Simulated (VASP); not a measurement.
CdS, 4 atoms in the cell. Symmetry: P6_3mc, No. 186, hexagonal system. The conventional cell has a = 3.891 Å, b = 3.891 Å, c = 7.621 Å, α = 90.00°, β = 90.00°, γ = 120.00°. Within 3.2 Å of Cd (site symmetry 3m) lie 4 S at 2.41 to 2.93 Å. Within 3.2 Å of S (site symmetry 3m) lie 4 Cd at 2.41 to 2.93 Å.  This cell differs from its parent crystal: ratio of the length along z to the lengths across it x 1.2, volume and fractional coordinates fixed.

| Item | Value |
| --- | --- |
| Program | VASP 6.6.1 |
| Task | single point |
| Functional | r2SCAN |
| Potentials or basis | VASP PAW PBE potentials, release 64 (Cd, S) |
| Cutoff | 520 eV |
| k mesh | 12 × 12 × 6 |
| Occupations | gaussian, width 0.05 eV |
| Spin | no spin polarisation |
| Dipole correction | no |
| Further INCAR settings | ALGO = Normal; EDIFF = 1e-06; NBANDS = 26 |

Potentials or basis: VASP PAW PBE potentials, release 64 (Cd, S).

The run is started by

```console
$ cat potpaw_PBE.64/Cd/POTCAR potpaw_PBE.64/S/POTCAR > POTCAR
$ cp INCAR.step1 INCAR
$ mpirun -np 1 vasp_std > vasp.out
$ cp INCAR.step2 INCAR
$ mpirun -np 1 vasp_std > vasp.out
```

Hardware: 1 thread of Intel Xeon 8259CL, with other jobs on the host.

**Question.** How long does it take, and how much memory?

**Answer.** Wall time 19 min on 1 thread of Intel Xeon 8259CL, on a shared host, peak memory 0.35 GiB. Counts: k points 76.
